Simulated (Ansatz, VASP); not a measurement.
## Zn5CdS6: VASP beside Ansatz

```
Zn Cd S
1.0
     3.89435    0.00011    0.00001
    -1.94708    3.37191    0.00014
     0.00002    0.00081   19.27527
Zn Cd S
5 1 6
Direct
  0.33330 0.66670 0.99589
  0.33338 0.66678 0.67101
  0.66657 0.33302 0.15793
  0.66679 0.33350 0.50858
  0.66645 0.33321 0.83346
  0.33347 0.66674 0.33624
  0.33322 0.66638 0.11827
  0.33343 0.66681 0.46855
  0.33314 0.66653 0.79341
  0.66684 0.33345 0.27980
  0.66675 0.33350 0.63105
  0.66667 0.33339 0.95581
```

Change from the starting cell: cell x1, atoms moved at random (sigma 0.15 Å) and cell strained at random (1.5 %), then relaxed without symmetry.

Alike in both runs: functional PBE; k mesh 6 × 6 × 1; occupations gaussian, width 0.1 eV; no spin polarisation.

Ansatz relaxed the structure, and its values are those at the end. VASP's run is a single point on that final structure, the one shown.

```csv
,VASP,Ansatz
version,VASP 6.6.1,Ansatz 0.2.0
potentials or method,"VASP PAW PBE potentials, release 64 (Zn, Cd, S), cutoff 520 eV","scalar-relativistic, plane waves, PAW"
valence electrons in the cell,108,116
```

Ansatz gave:

- gap on the k mesh at the Fermi level (eV): 1.59
- least direct gap on the mesh (eV): 1.59
- pressure (GPa): 0.0
- rms of the force components (eV/Å): 0.005

Question: Which values does VASP return?

Answer: gap on the k mesh at the Fermi level (eV): 1.58; least direct gap on the mesh (eV): 1.58; pressure (GPa): 0.2; rms of the force components (eV/Å): 0.006.

The functional is the same, so the differences come from potentials, cutoffs and numerics. VASP's potentials hold 108 valence electrons a cell and Ansatz's 116, so a difference there can come from the potentials and not from the codes.
